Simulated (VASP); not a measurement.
Write the native input for VASP 6.6.1 that does the following.

```yaml
Task: single point
Functional: r2SCAN
Potentials_or_basis: VASP PAW PBE potentials, release 64 (Sn_d, O)
Cutoff: 520 eV
k_mesh: 6 × 6 × 8
Occupations: gaussian, width 0.05 eV
Spin: no spin polarisation
Dipole_correction: no
Further_INCAR_settings: ALGO = Normal; EDIFF = 1e-07; NBANDS = 35
```

Crystal: SnO2.

```xyz
6
Lattice="4.8316 0.0000 0.0000 0.0000 4.8316 0.0000 0.0000 0.0000 3.2006" Properties=species:S:1:pos:R:3 pbc="T T T"
Sn    0.0000    0.0000    0.0000
Sn    2.4158    2.4158    1.6003
O     1.4780    1.4780    0.0000
O     0.9378    3.8938    1.6003
O     3.3537    3.3537    0.0000
O     3.8938    0.9378    1.6003
```

This cell differs from its parent crystal: strain +0.0150 x Voigt [1, 1, 0, 0, 0, 0].

These files were run (other wordings do the same):

POSCAR

```
SnO2
1.0
    4.8316197245      0.0000000000      0.0000000000
    0.0000000000      4.8316197245      0.0000000000
    0.0000000000      0.0000000000      3.2005650988
Sn O
2 4
Direct
    0.0000000000      0.0000000000      0.0000000000
    0.5000000000      0.5000000000      0.5000000000
    0.3058934984      0.3058934984      0.0000000000
    0.1941065016      0.8058934984      0.5000000000
    0.6941065016      0.6941065016      0.0000000000
    0.8058934984      0.1941065016      0.5000000000
```

INCAR.step1

```
  PREC = Accurate
  ENCUT = 520
  ISMEAR = 0
  SIGMA = 0.05
  LREAL = F
  LASPH = T
  NELM = 60
  NBANDS = 35
  GGA = PE
  ALGO = Normal
  EDIFF = 1E-4
  LWAVE = T
  LCHARG = F
```

INCAR.step2

```
  PREC = Accurate
  ENCUT = 520
  EDIFF = 1E-7
  ISMEAR = 0
  SIGMA = 0.05
  LREAL = F
  LASPH = T
  NELM = 60
  ALGO = Normal
  ISIF = 2
  LWAVE = F
  LCHARG = F
  METAGGA = R2SCAN
  LMIXTAU = T
  NBANDS = 35
  ISTART = 1
```

KPOINTS

```
regular mesh
0
Gamma
  6 6 8
```

Potentials or basis: VASP PAW PBE potentials, release 64 (Sn_d, O).

The run is started by

```bash
$ cat potpaw_PBE.64/Sn_d/POTCAR potpaw_PBE.64/O/POTCAR > POTCAR
$ cp INCAR.step1 INCAR
$ mpirun -np 1 vasp_std > vasp.out
$ cp INCAR.step2 INCAR
$ mpirun -np 1 vasp_std > vasp.out
```

Results of the run:

* Pressure: -4.5 GPa
* Largest force: 0.049 eV/Å
* Band gap on the k mesh: 1.49 eV

Caveat: the cell differs from its parent crystal (strain +0.0150 x Voigt [1, 1, 0, 0, 0, 0]); the cell stands under tension; the PAW data sets were made with another functional, which shifts forces and pressure a little; spin-orbit coupling is left out, which moves the levels of the heavy elements.

It took 3.1 min on 1 thread of Intel(R) Xeon(R) 6975P-C (Granite Rapids), on a shared host, peak memory 0.24 GiB.
